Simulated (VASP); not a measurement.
# Hf in VASP: notebook

Aim: see how the results for Hf move with the level of theory and the settings. Levels: BLYP+D3(BJ), PBE+D3(BJ). Tasks: single point.

Program: VASP 6.6.1. These are calculated values, not measurements. Logs are shortened: lines on timing, memory, paths and dates and some standing lists are left out, and cuts for length are marked.

## Step 1: The cell of the first run

It takes space group Fm-3m (No. 225, cubic). Conventional cell: a = 4.440 Å, b = 4.440 Å, c = 4.440 Å, α = 90.00°, β = 90.00°, γ = 90.00°. Within 4.1 Å of Hf (site symmetry m-3m) lie 12 Hf at 3.14 Å.

## Step 2: Single point, BLYP+D3(BJ)

Contents of INCAR:

```
SYSTEM = Hf
PREC = Accurate
ENCUT = 520
EDIFF = 1E-6
ISMEAR = 1
SIGMA = 0.1
LREAL = .FALSE.
LASPH = .TRUE.
NELM = 80
ALGO = Normal
ISIF = 2
LWAVE = .FALSE.
LCHARG = .FALSE.
GGA = B5
ALDAX = 1.0
AGGAX = 1.0
AGGAC = 1.0
ALDAC = 0.0
IVDW = 12
VDW_S6 = 1.0
VDW_S8 = 2.6996
VDW_A1 = 0.4298
VDW_A2 = 4.2359
NBANDS = 11
```

Contents of KPOINTS:

```
regular mesh
0
G
  10 10 10
  0 0 0
```

Contents of POSCAR:

```
Hf
1.0
    0.0000000000      2.2200000000      2.2200000000
    2.2200000000      0.0000000000      2.2200000000
    2.2200000000      2.2200000000      0.0000000000
Hf
1
Direct
    0.0000000000      0.0000000000      0.0000000000
```

Potentials or basis: VASP PAW PBE potentials, release 64 (Hf_pv).

On the command line:

```bash
> cat potpaw_PBE.64/Hf_pv/POTCAR > POTCAR
> mpirun -np 1 vasp_std > vasp.out
```

OUTCAR:

```text
SYSTEM = Hf
   PREC = Accurate
   ENCUT = 520
   EDIFF = 1E-6
   ISMEAR = 1
   LREAL = .FALSE.
   LASPH = .TRUE.
   NELM = 80
   ISIF = 2
   GGA = B5
   IVDW = 12
 IVDW          = 12

 ion  position               nearest neighbor table
   1  0.000  0.000  0.000-

  LATTYP: Found a face centered cubic cell.
 ALAT       =     4.4400000000

  Lattice vectors:

 A1 = (   0.0000000000,   2.2200000000,   2.2200000000)
 A2 = (   2.2200000000,   0.0000000000,   2.2200000000)
 A3 = (   2.2200000000,   2.2200000000,   0.0000000000)

Analysis of symmetry for initial positions (statically):
=====================================================================
 Subroutine PRICEL returns:
 Original cell was already a primitive cell.

 Routine SETGRP: Setting up the symmetry group for a
 face centered cubic supercell.

 Subroutine GETGRP returns: Found 48 space group operations
 (whereof 48 operations were pure point group operations)
 out of a pool of 48 trial point group operations.

The static configuration has the point symmetry O_h .

Analysis of symmetry for dynamics (positions and initial velocities):
=====================================================================
 Subroutine PRICEL returns:
 Original cell was already a primitive cell.

 Routine SETGRP: Setting up the symmetry group for a
 face centered cubic supercell.

 Subroutine GETGRP returns: Found 48 space group operations
 (whereof 48 operations were pure point group operations)
 out of a pool of 48 trial point group operations.

The dynamic configuration has the point symmetry O_h .

 Subroutine INISYM returns: Found 48 space group operations
 (whereof 48 operations are pure point group operations),
 and found     1 'primitive' translations

----------------------------------------------------------------------------------------

                                     Primitive cell

  volume of cell :      21.8821

  direct lattice vectors                    reciprocal lattice vectors
     0.000000000  2.220000000  2.220000000    -0.225225225  0.225225225  0.225225225
     2.220000000  0.000000000  2.220000000     0.225225225 -0.225225225  0.225225225
     2.220000000  2.220000000  0.000000000     0.225225225  0.225225225 -0.225225225

  length of vectors
     3.139554108  3.139554108  3.139554108     0.390101533  0.390101533  0.390101533

  position of ions in fractional coordinates (direct lattice)
     0.000000000  0.000000000  0.000000000

  ion indices of the primitive-cell ions
   primitive index   ion index
                 1           1

----------------------------------------------------------------------------------------

 KPOINTS: regular mesh

Automatic generation of k-mesh.
 Grid dimensions read from file:
 generate k-points for:   10   10   10

 Generating k-lattice:

  Cartesian coordinates                     Fractional coordinates (reciprocal lattice)
    -0.022522523  0.022522523  0.022522523     0.100000000  0.000000000  0.000000000
     0.022522523 -0.022522523  0.022522523     0.000000000  0.100000000  0.000000000
     0.022522523  0.022522523 -0.022522523     0.000000000  0.000000000  0.100000000

  Length of vectors
     0.039010153  0.039010153  0.039010153

  Shift w.r.t. Gamma in fractional coordinates (k-lattice)
     0.000000000  0.000000000  0.000000000

 Subroutine IBZKPT returns following result:
 ===========================================

 Found     47 irreducible k-points:

 Following reciprocal coordinates:
            Coordinates               Weight
  0.000000  0.000000  0.000000      1.000000
  0.100000  0.000000  0.000000      8.000000
  0.200000  0.000000  0.000000      8.000000
  0.300000  0.000000  0.000000      8.000000
  0.400000  0.000000  0.000000      8.000000
  0.500000  0.000000  0.000000      4.000000
[... 16 lines left out ...]
  0.300000  0.300000  0.000000      6.000000
  0.400000  0.300000  0.000000     24.000000
 [... further k-points ...]
   k-points           NKPTS =     47   k-points in BZ     NKDIM =     47   number of bands    NBANDS=     11
   number of dos      NEDOS =    301   number of ions     NIONS =      1
   total plane-waves  NPLWV =  13824
   dimension x,y,z NGX =    24 NGY =   24 NGZ =   24
   dimension x,y,z NGXF=    48 NGYF=   48 NGZF=   48
   ions per type =               1
   NGX,Y,Z   is equivalent  to a cutoff of  12.71, 12.71, 12.71 a.u.
   NGXF,Y,Z  is equivalent  to a cutoff of  25.42, 25.42, 25.42 a.u.
 SYSTEM =  Hf
   PREC   = accura    normal or accurate (medium, high low for compatibility)
   ISTART =      0    job   : 0-new  1-cont  2-samecut
   ICHARG =      2    charge: 1-file 2-atom 10-const
   ISPIN  =      1    spin polarized calculation?
   LNONCOLLINEAR =      F non collinear calculations
   LSORBIT =      F    spin-orbit coupling
   LASPH  =      T    aspherical Exc in radial PAW
   ENCUT  =  520.0 eV  38.22 Ry    6.18 a.u.   5.84  5.84  5.84*2*pi/ulx,y,z
   NELM   =     80;   NELMIN=  2; NELMDL= -5     # of ELM steps
   EDIFF  = 0.1E-05   stopping-criterion for ELM
   LREAL  =      F    real-space projection
   EDIFFG = 0.1E-04   stopping-criterion for IOM
   NSW    =      0    number of steps for IOM
   IBRION =     -1    ionic relax: 0-MD 1-quasi-New 2-CG
   NFREE  =      0    steps in history (QN), initial steepest desc. (CG)
   ISIF   =      2    stress and relaxation
   ISYM   =      2    0-nonsym 1-usesym 2-fastsym
   POTIM  = 0.5000    time-step for ionic-motion
   TEBEG  =    0.0;   TEEND  =   0.0 temperature during run
   PSTRESS=    0.0 pullay stress
   NELECT =      10.0000    total number of electrons
   NUPDOWN=      -1.0000    fix difference up-down
   EMIN   =  10.00;   EMAX   =-10.00  energy-range for DOS
   EFERMI =   0.00;   METHOD = LEGACY
   ISMEAR =     1;   SIGMA  =   0.10  broadening in eV -4-tet -1-fermi 0-gaus
   EFERMI_NEDOS =   21; number of points for ismear=-14 and -15
   IALGO  =     38    algorithm
   IMIX   =      4    mixing-type and parameters
     AMIX     =   0.40;   BMIX     =  1.00
     AMIX_MAG =   1.60;   BMIX_MAG =  1.00
  volume/ion in A,a.u.               =      21.88       147.67
  Fermi-wavevector in a.u.,A,eV,Ry     =   1.260991  2.382927 21.634588  1.590097
  Thomas-Fermi vector in A             =   2.394472
   LORBIT       =      0    0 simple, 1 ext, 2 COOP (PROOUT), +10 PAW based schemes
   GGA     = B5    functional components
   LHFCALC =     F    Hartree Fock is set to
   AEXX    =    0.0000 exact exchange contribution
   IVDW    =    12    specifies the selected vdW correction
   LEPSILON=     F    determine dielectric tensor
   LRPA    =     F    only Hartree local field effects (RPA)
 non-spin polarized calculation
 Methfessel and Paxton  Order N= 1 SIGMA  =   0.10
  energy-cutoff  :      520.00
  volume of cell :       21.88
 maximum number of plane-waves:       609
   NGX = 11   NGY = 11   NGZ = 11

 number of electron      10.0000000 magnetization

 Free energy of the ion-electron system (eV)
  ---------------------------------------------------
  ext. energy  EPLUGINS =         0.00000000
  ---------------------------------------------------
  free energy    TOTEN  =        -8.53304670 eV

  energy without entropy =       -8.53446519  energy(sigma->0) =       -8.53351953

 E-fermi :   5.4262     XC(G=0): -10.8032

 val. band max:        5.4076062947   @ k =  -0.2000   0.1000   0.0000
 cond. band min:       5.4295332978   @ k =   0.3000   0.0000   0.0000
 fundamental gap:      0.0219270031
 Fermi energy:         5.4262340859

 k-point     1 :       0.0000    0.0000    0.0000
  band No.  band energies     occupation
      1     -24.4379      2.00000
      2     -24.4379      2.00000
      3     -24.4379      2.00000
      4      -1.7203      2.00000
      5       6.7305     -0.00000
      6       6.7305     -0.00000
      7       6.7305     -0.00000
      8       9.5477      0.00000
      9       9.5477      0.00000
     10      16.9253      0.00000
     11      17.8763      0.00000

 k-point     2 :       0.1000    0.0000    0.0000
  band No.  band energies     occupation
      1     -24.5283      2.00000
      2     -24.4493      2.00000
      3     -24.4493      2.00000
      4      -1.3640      2.00000
      5       6.3985     -0.00000
      6       6.8930     -0.00000
      7       6.8930     -0.00000
      8       9.3839      0.00000
      9       9.3839      0.00000
     10      17.6789      0.00000
     11      17.8749      0.00000

 k-point     3 :       0.2000    0.0000    0.0000
  band No.  band energies     occupation
      1     -24.7588      2.00000
      2     -24.4790      2.00000
      3     -24.4790      2.00000
      4      -0.4048      2.00000
      5       5.7567     -0.00003
      6       7.1297     -0.00000
      7       7.1297     -0.00000
      8       9.3063      0.00000
      9       9.3063      0.00000
     10      17.7370      0.00000
     11      17.9192      0.00000

 k-point     4 :       0.3000    0.0000    0.0000
  band No.  band energies     occupation
      1     -25.0323      2.00000
      2     -24.5155      2.00000
      3     -24.5155      2.00000
      4       0.7790      2.00000
      5       5.4295      0.94419
      6       6.9608     -0.00000
      7       6.9608     -0.00000
      8      10.0064      0.00000
      9      10.0064      0.00000
     10      16.3846      0.00000
     11      17.8788      0.00000

 k-point     5 :       0.4000    0.0000    0.0000
  band No.  band energies     occupation
      1     -25.2452      2.00000
      2     -24.5447      2.00000
      3     -24.5447      2.00000
      4       1.5572      2.00000
      5       5.8425     -0.00000
      6       6.6463     -0.00000
      7       6.6463     -0.00000
      8      11.1205      0.00000
      9      11.1205      0.00000
     10      15.4123      0.00000
     11      17.6304      0.00000
[... 211 lines left out ...]
 k-point    21 :      -0.3000    0.2000    0.0000
  band No.  band energies     occupation
      1     -25.1191      2.00000
      2     -24.7713      2.00000
      3     -24.5567      2.00000
      4       2.5370      2.00000
      5       5.0954      2.00003
      6       5.5399     -0.06821
      7       7.6355      0.00000
      8       9.5570      0.00000
      9      12.6513      0.00000
     10      16.2641      0.00000
     11      17.9001      0.00000

 k-point    22 :      -0.2000    0.2000    0.0000
  band No.  band energies     occupation
      1     -24.9887      2.00000
      2     -24.6868      2.00000
      3     -24.5111      2.00000
      4       1.4287      2.00000
      5       5.0710      2.00001
      6       6.2187     -0.00000
      7       7.9340      0.00000
      8       8.3717      0.00000
      9      11.6100      0.00000
     10      17.7287      0.00000
     11      18.0452      0.00000

 k-point    23 :       0.3000    0.3000    0.0000
  band No.  band energies     occupation
      1     -25.0039      2.00000
      2     -24.6482      2.00000
      3     -24.6482      2.00000
      4       1.5427      2.00000
      5       4.0898      2.00000
      6       6.5124     -0.00000
      7       9.2330      0.00000
      8       9.2330      0.00000
      9      10.8517      0.00000
     10      17.8655      0.00000
     11      20.2935      0.00000

 k-point    24 :       0.4000    0.3000    0.0000
  band No.  band energies     occupation
      1     -25.1177      2.00000
      2     -24.7124      2.00000
      3     -24.6836      2.00000
      4       2.1854      2.00000
      5       3.8221      2.00000
      6       6.3316     -0.00000
      7       9.4930      0.00000
      8      10.5399      0.00000
      9      11.5561      0.00000
     10      17.3783      0.00000
     11      17.9261      0.00000

 [... further k-points ...]

------------------------ aborting loop because EDIFF is reached ----------------------------------------

 Edisp (eV)   -1.15162

 E8    (eV) :    -0.9263

  FORCE on cell =-STRESS in cart. coord.  units (eV):
  Direction    XX          YY          ZZ          XY          YZ          ZX
  --------------------------------------------------------------------------------------
  -------------------------------------------------------------------------------------
  Total      -0.37494    -0.37494    -0.37494     0.00000    -0.00000    -0.00000
  in kB     -27.45270   -27.45270   -27.45270     0.00000    -0.00000    -0.00000
  external pressure =      -27.45 kB  Pullay stress =        0.00 kB

 VOLUME and BASIS-vectors are now :
 -----------------------------------------------------------------------------
  energy-cutoff  :      520.00
  volume of cell :       21.88
      direct lattice vectors                 reciprocal lattice vectors
     0.000000000  2.220000000  2.220000000    -0.225225225  0.225225225  0.225225225
     2.220000000  0.000000000  2.220000000     0.225225225 -0.225225225  0.225225225
     2.220000000  2.220000000  0.000000000     0.225225225  0.225225225 -0.225225225

 POSITION                                       TOTAL-FORCE (eV/Angst)
 -----------------------------------------------------------------------------------
      0.00000      0.00000      0.00000         0.000000     -0.000000      0.000000
 -----------------------------------------------------------------------------------
    total drift:                                0.000000      0.000000      0.000000

  FREE ENERGIE OF THE ION-ELECTRON SYSTEM (eV)
  ---------------------------------------------------
  free  energy   TOTEN  =        -9.6846698331 eV

  energy  without entropy=       -9.6860883197  energy(sigma->0) =       -9.68514266
```

It took 16 s on 1 thread of Intel Xeon 6975P-C, shared host; peak memory 0.15 GiB.

Results:

* Free energy: -9.6847 eV
* Pressure: -2.7 GPa
* Band gap on the k mesh: zero (band 5 reaches 6.73 eV, above the bottom of band 6 at 5.04 eV)
* Dispersion energy per atom: -1.152 eV

Levels at points of the mesh, in eV from the Fermi level:
| k point | band 1 | band 2 | band 3 | band 4 | band 5 | band 6 | band 7 | band 8 | band 9 | band 10 |
| --- | --- | --- | --- | --- | --- | --- | --- | --- | --- | --- |
| (0.00, 0.00, 0.00) | -29.86 | -29.86 | -29.86 | -7.15 | 1.30 | 1.30 | 1.30 | 4.12 | 4.12 | 11.50 |
| (0.50, 0.00, 0.00) | -30.75 | -29.98 | -29.98 | -3.67 | 0.88 | 1.09 | 1.09 | 6.28 | 6.28 | 9.54 |
| (0.50, 0.50, 0.00) | -30.70 | -30.18 | -30.18 | -3.31 | -2.26 | 2.84 | 6.28 | 6.91 | 6.91 | 10.27 |

Caveat: three body term missing; the PAW data sets were made with another functional, which shifts forces and pressure a little; spin-orbit coupling is left out, which moves the levels of the heavy elements; pairwise dispersion overbinds metals, which lowers pressure and volume.

## Step 3: Single point, PBE+D3(BJ) (the cell strained at random)

Contents of INCAR:

```
ALGO = Normal
EDIFF = 1E-7
ENCUT = 520
GGA = PE
ISIF = 2
ISMEAR = 1
IVDW = 12
LASPH = True
LCHARG = True
LELF = True
LREAL = False
LVHAR = True
LWAVE = False
NBANDS = 11
NELM = 80
PREC = Accurate
SIGMA = 0.15
```

Contents of KPOINTS:

```
k-points
0
Gamma
  8 8 8
```

Contents of POSCAR:

```
Hf
1.0
    0.0054380000      2.2237810000      2.2376680000
    2.2171030000     -0.0098260000      2.2529320000
    2.1900340000      2.2119760000      0.0172430000
Hf
1
Direct
    0.0210260000     -0.0098610000      0.0040800000
```

Potentials or basis: VASP PAW PBE potentials, release 64 (Hf_pv).

On the command line:

```bash
> cat potpaw_PBE.64/Hf_pv/POTCAR > POTCAR
> mpirun -np 1 vasp_std > vasp.out
```

It took 51 s on 1 thread of Intel Xeon 6975P-C, shared host; peak memory 0.19 GiB.

It converged, with:

* Free energy: -10.2939 eV
* Pressure: -0.8 GPa
* Band gap on the k mesh: zero (band 5 reaches 6.15 eV, above the bottom of band 6 at 4.46 eV)
* Dispersion energy per atom: -0.461 eV

Stress tensor (GPa, compression positive):
```
-0.02  0.53 -0.73
 0.53 -0.95 -0.02
-0.73 -0.02 -1.44
```

Levels at points of the mesh, in eV from the Fermi level:
| k point | band 1 | band 2 | band 3 | band 4 | band 5 | band 6 | band 7 | band 8 | band 9 | band 10 |
| --- | --- | --- | --- | --- | --- | --- | --- | --- | --- | --- |
| (0.00, 0.00, 0.00) | -29.97 | -29.96 | -29.94 | -7.30 | 1.24 | 1.35 | 1.58 | 4.14 | 4.39 | 11.36 |
| (0.50, 0.00, 0.00) | -30.83 | -30.09 | -30.06 | -3.71 | 0.65 | 0.98 | 1.34 | 6.35 | 6.54 | 9.67 |
| (0.00, 0.50, 0.00) | -30.82 | -30.07 | -30.05 | -3.75 | 0.54 | 1.03 | 1.37 | 6.37 | 6.45 | 9.54 |
| (0.50, 0.50, 0.00) | -30.78 | -30.27 | -30.25 | -3.38 | -2.21 | 2.50 | 6.46 | 7.01 | 7.15 | 10.03 |
| (0.00, 0.00, 0.50) | -30.85 | -30.10 | -30.08 | -3.69 | 0.74 | 1.06 | 1.18 | 6.37 | 6.58 | 9.76 |
| (0.50, 0.00, 0.50) | -30.78 | -30.29 | -30.25 | -3.36 | -2.23 | 2.60 | 6.45 | 6.97 | 7.19 | 9.87 |
| (0.00, 0.50, 0.50) | -30.78 | -30.29 | -30.28 | -3.34 | -2.26 | 2.76 | 6.42 | 7.05 | 7.13 | 9.92 |
| (0.50, 0.50, 0.50) | -30.83 | -30.08 | -30.06 | -3.73 | 0.62 | 1.04 | 1.31 | 6.31 | 6.54 | 9.63 |

Caveat: the cell differs from its parent crystal (the cell strained at random); spin-orbit coupling is left out, which moves the levels of the heavy elements; pairwise dispersion overbinds metals, which lowers pressure and volume.
